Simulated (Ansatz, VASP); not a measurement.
## Si in VASP and in Ansatz

```
Si
1.0
    10.86000    0.00000    0.00000
     0.00000   10.86000    0.00000
     0.00000    0.00000   10.86000
Si
63
Direct
  0.50000 0.00000 0.00000
  0.62468 0.12468 0.12460
  0.74986 0.24986 0.99982
  0.87520 0.37520 0.12480
  0.74866 0.00140 0.25134
  0.87540 0.12468 0.37532
  0.00000 0.00000 0.00000
  0.12553 0.12549 0.12553
  0.25014 0.24986 0.00018
  0.37451 0.37447 0.12553
  0.50000 0.50000 0.00000
  0.62549 0.62553 0.12553
  0.74986 0.75014 0.00018
  0.87447 0.87451 0.12553
  0.25134 0.99860 0.25134
  0.50140 0.24866 0.25134
  0.62468 0.37540 0.37532
  0.74986 0.50018 0.25014
  0.87447 0.62553 0.37451
  0.37574 0.12426 0.37574
  0.62426 0.12426 0.62426
  0.74866 0.24866 0.49860
  0.87447 0.37447 0.62549
  0.74866 0.99860 0.74866
  0.87447 0.12549 0.87447
  0.00000 0.50000 0.00000
  0.12480 0.62480 0.12480
  0.25014 0.75014 0.99982
  0.37532 0.87532 0.12460
  0.00018 0.24986 0.25014
  0.12553 0.37447 0.37451
  0.25014 0.49982 0.25014
  0.37532 0.62460 0.37532
  0.49860 0.75134 0.25134
  0.62426 0.87574 0.37574
  0.00000 0.00000 0.50000
  0.12460 0.12468 0.62468
  0.25134 0.24866 0.50140
  0.37532 0.37540 0.62468
  0.50000 0.50000 0.50000
  0.62468 0.62460 0.62468
  0.74866 0.75134 0.50140
  0.87540 0.87532 0.62468
  0.25134 0.00140 0.74866
  0.37532 0.12468 0.87540
  0.49860 0.24866 0.74866
  0.62549 0.37447 0.87447
  0.74986 0.49982 0.74986
  0.87520 0.62480 0.87520
  0.99982 0.75014 0.25014
  0.12460 0.87532 0.37532
  0.00000 0.50000 0.50000
  0.12553 0.62553 0.62549
  0.25134 0.75134 0.49860
  0.37574 0.87574 0.62426
  0.99982 0.24986 0.74986
  0.12480 0.37520 0.87520
  0.25014 0.50018 0.74986
  0.37451 0.62553 0.87447
  0.50140 0.75134 0.74866
  0.62468 0.87532 0.87540
  0.00018 0.75014 0.74986
  0.12553 0.87451 0.87447
```

Alike in both runs: functional LDA; k mesh 1 × 1 × 1; occupations gaussian, width 0.05 eV; no spin polarisation.

Ansatz relaxed the structure, and its values are those at the end. VASP's run is a single point on that final structure, the one shown.

|  | VASP | Ansatz |
| --- | --- | --- |
| version | VASP 6.6.1 | Ansatz 0.2.0 |
| potentials or method | VASP PAW LDA potentials, release 64 (Si), cutoff 520 eV | scalar-relativistic, plane waves, PAW |
| valence electrons in the cell | 252 | 252 |

```csv
,VASP,Ansatz,Ansatz less VASP
rms of the force components (eV/Å),0.004,0.003,-0.0003
```

Ansatz warns that its potentials were made for another functional, while VASP's fit it. LDA's correlation is that of Perdew and Zunger in VASP and of Perdew and Wang (1992) in Ansatz.
